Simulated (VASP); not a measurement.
# CO2 (I-42d) in VASP: a series of runs, part 2 of 2

VASP 6.6.1. Earlier steps stand in the parts before.

### 3 Single point, PBE (6.90 Å³/atom)

This run uses another cell than the first one, of 6.90 Å³/atom.

Contents of INCAR:

```
SYSTEM = CO2
  ALGO = Normal
  EDIFF = 1E-7
  ENCUT = 520
  GGA = PE
  ISIF = 2
  ISMEAR = 0
  LASPH = .True.
  LCHARG = .False.
  LREAL = .False.
  LWAVE = .False.
  NBANDS = 25
  NELM = 100
  PREC = Accurate
  SIGMA = 0.02
```

Contents of KPOINTS:

```
k-points
0
Gamma
  8 8 8
  0 0 0
```

Contents of POSCAR:

```
CO2
1.0
   -1.8694932409      1.8694932409      2.9600953242
    1.8694932409     -1.8694932409      2.9600953242
    1.8694932409      1.8694932409     -2.9600953242
C O
2 4
Direct
    0.0000000000      0.0000000000      0.0000000000
    0.7500000000      0.2500000000      0.5000000000
    0.3750000000      0.3108416169      0.4358416169
    0.6891583831      0.1250000000      0.0641583831
    0.8750000000      0.9391583831      0.5641583831
    0.0608416169      0.6250000000      0.9358416169
```

Potentials or basis: VASP PAW PBE potentials, release 64 (C, O).

Started as:

```sh
$ cat potpaw_PBE.64/C/POTCAR potpaw_PBE.64/O/POTCAR > POTCAR
$ mpirun -np 1 vasp_std > vasp.out
```

OUTCAR:

```text
SYSTEM = CO2
   EDIFF = 1E-7
   ENCUT = 520
   GGA = PE
   ISIF = 2
   ISMEAR = 0
   LASPH = .True.
   LREAL = .False.
   NELM = 100
   PREC = Accurate

 ion  position               nearest neighbor table
   1  0.000  0.000  0.000-   6 1.38   4 1.38   5 1.38   3 1.38
   2  0.750  0.250  0.500-   3 1.38   4 1.38   5 1.38   6 1.38
   3  0.375  0.311  0.436-   2 1.38   1 1.38
   4  0.689  0.125  0.064-   1 1.38   2 1.38
   5  0.875  0.939  0.564-   1 1.38   2 1.38
   6  0.061  0.625  0.936-   1 1.38   2 1.38

  LATTYP: Found a body centered tetragonal cell.
 ALAT       =     3.7389864818
 C/A-ratio  =     1.5833677595

  Lattice vectors:

 A1 = (  -1.8694932409,   1.8694932409,   2.9600953242)
 A2 = (   1.8694932409,  -1.8694932409,   2.9600953242)
 A3 = (   1.8694932409,   1.8694932409,  -2.9600953242)

Analysis of symmetry for initial positions (statically):
=====================================================================
 Subroutine PRICEL returns:
 Original cell was already a primitive cell.
[... 182 lines left out ...]

 val. band max:        3.6007727704   @ k =  -0.3750   0.3750   0.3750
 cond. band min:      11.2908033756   @ k =   0.0000   0.0000   0.0000
 fundamental gap:      7.6900306052
 Fermi energy:         3.7792722062

 k-point     1 :       0.0000    0.0000    0.0000
  band No.  band energies     occupation
      1     -21.2559      2.00000
      2     -15.6452      2.00000
      3     -15.6452      2.00000
      4     -14.9764      2.00000
      5     -10.9994      2.00000
      6      -6.3965      2.00000
[... 661 lines left out ...]
     24      18.3360      0.00000
     25      20.2787      0.00000

 [... further k-points ...]

------------------------ aborting loop because EDIFF is reached ----------------------------------------

  FORCE on cell =-STRESS in cart. coord.  units (eV):
  Direction    XX          YY          ZZ          XY          YZ          ZX
  --------------------------------------------------------------------------------------
  -------------------------------------------------------------------------------------
  Total        6.2340900      6.2340900      6.1837347      0.0000000      0.0000000      0.0000000
  in kB      241.3627035    241.3627035    239.4131180      0.0000000      0.0000000      0.0000000
  external PRESSURE =     240.7128417 kB  Pullay stress =       0.0000000 kB

 VOLUME and BASIS-vectors are now :
 -----------------------------------------------------------------------------
  energy-cutoff  :      520.00
  volume of cell :       41.38
      direct lattice vectors                 reciprocal lattice vectors
    -1.869493241  1.869493241  2.960095324     0.000000000  0.267452157  0.168913479
     1.869493241 -1.869493241  2.960095324     0.267452157  0.000000000  0.168913479
     1.869493241  1.869493241 -2.960095324     0.267452157  0.267452157  0.000000000

 POSITION                                       TOTAL-FORCE (eV/Angst)
 -----------------------------------------------------------------------------------
      0.00000      0.00000      0.00000         0.000000     -0.000000      0.000000
     -0.00000      1.86949      1.48005         0.000000     -0.000000      0.000000
      0.69486      0.93475      0.74002         0.100299     -0.000000     -0.000000
     -0.93475      1.17463      2.22007         0.000000     -0.100299      0.000000
      1.17463      0.93475      3.70012        -0.100299     -0.000000      0.000000
      2.80424      0.69486     -0.74002         0.000000      0.100299     -0.000000
 -----------------------------------------------------------------------------------
    total drift:                               -0.000002     -0.000002     -0.000002

  FREE ENERGIE OF THE ION-ELECTRON SYSTEM (eV)
  ---------------------------------------------------
  free  energy   TOTEN  =       -43.0287907620 eV

  energy  without entropy=      -43.0287907620  energy(sigma->0) =      -43.02879076
```

stdout:

```text
POSCAR found type information on POSCAR C O
 POSCAR found :  2 types and       6 ions
 scaLAPACK will be used
 LDA part: xc-table for (Slater+PW92), standard interpolation
 POSCAR, INCAR and KPOINTS ok, starting setup
 FFT: planning ... GRIDC
 FFT: planning ... GRID_SOFT
 FFT: planning ... GRID
 WAVECAR not read
 entering main loop
```

Wall time 68 s (1 thread of Intel Xeon Platinum 8259CL at 2.50GHz (Skylake/Cascade Lake), shared host); peak memory 0.19 GiB.

Results:

```yaml
Free_energy: -43.0288 eV
Pressure: 24.1 GPa
Largest_force: 0.100 eV/Å
Band_gap_on_the_k_mesh: 7.69 eV (least direct gap 7.97 eV)
```

Forces in eV/Å, atoms in the order of the input:
```
C    0.000  0.000  0.000
C    0.000  0.000  0.000
O    0.100  0.000  0.000
O    0.000 -0.100  0.000
O   -0.100  0.000  0.000
O    0.000  0.100  0.000
```

Stress tensor (GPa, compression positive):
```
24.14  0.00  0.00
 0.00 24.14  0.00
 0.00  0.00 23.94
```

Levels at points of the mesh, in eV from the valence-band top:
| k point | band 14 | band 15 | band 16 | band 17 | band 18 | band 19 |
| --- | --- | --- | --- | --- | --- | --- |
| (0.00, 0.00, 0.00) | -0.68 | -0.68 | -0.28 | 7.69 | 10.01 | 10.01 |
| (0.50, 0.00, 0.00) | -1.49 | -0.40 | -0.02 | 8.81 | 10.13 | 10.62 |
| (0.50, 0.50, 0.00) | -0.67 | -0.51 | -0.51 | 9.64 | 9.64 | 10.48 |
| (0.50, 0.50, 0.50) | -2.94 | -0.11 | -0.11 | 8.90 | 8.90 | 11.20 |

Caveat: the cell stands under pressure. A k mesh can miss the band edges.
